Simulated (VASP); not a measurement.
Write the native input for VASP 6.6.1 that does the following.

```
Task                   : relaxation of cell and atoms
Functional             : LDA
Potentials or basis    : VASP PAW LDA potentials, release 64 (Ga_d)
Cutoff                 : 600 eV
k mesh                 : 9 × 9 × 12
Occupations            : fermi-dirac, width 0.08 eV
Spin                   : no spin polarisation
Target pressure        : 57 GPa
Dipole correction      : no
Further INCAR settings : ALGO = Normal; EDIFF = 1e-07; IBRION = 2; EDIFFG = -0.005; NSW = 32; ISIF = 3
```

The structure of Ga lies in POSCAR:

```
Ga
1.0
    4.1436969779      0.0000000000      0.0000000000
   -2.0718484889      3.5885468484      0.0000000000
    0.0000000000      0.0000000000      2.4342052487
Ga
3
Direct
    0.0000000000      0.0000000000      0.0000000000
    0.3333333333      0.6666666667      0.5000000000
    0.6666666667      0.3333333333      0.5000000000
```

This isn't the form of Ga at room conditions, which is orthorhombic.

The input as run:

INCAR

```
SYSTEM = Ga
PREC = Accurate
ENCUT = 600
EDIFF = 1E-7
ISMEAR = -1
SIGMA = 0.08
LREAL = .False.
LASPH = .True.
NELM = 100
ALGO = Normal
ISIF = 3
LWAVE = .False.
LCHARG = .False.
GGA = CA
IBRION = 2
NSW = 32
EDIFFG = -0.005
PSTRESS = 570.0
```

KPOINTS

```
Automatic mesh
0
Gamma
  9 9 12
  0 0 0
```

Potentials or basis: VASP PAW LDA potentials, release 64 (Ga_d).

Launch:

```sh
$ cat potpaw_LDA.64/Ga_d/POTCAR > POTCAR
$ mpirun -np 1 vasp_std > vasp.out
```

It gave:

The relaxed volume is 12.10 Å³/atom. The relaxed cell is a = 4.147 Å, b = 4.147 Å, c = 2.437 Å, α = 90.00°, β = 90.00°, γ = 120.00°. The space group after relaxing (to 0.1 Å) is P6/mmm (No. 191), the energy change on relaxing (the run minimises the enthalpy) is -12.0 meV/atom and the ionic steps are 3. The pressure after relaxing is 57.0 GPa. The band gap on the k mesh is zero (an odd number of electrons rules out a gap without spin polarisation).

Caveat: the cell is relaxed towards a set pressure, so the run minimises the enthalpy, not the energy; the highest band is partly filled, so the run has too few bands.

Run time: 70 s on 1 thread of AMD EPYC 9R45 96-Core Processor (Zen 5) (shared host), peak memory 0.17 GiB.
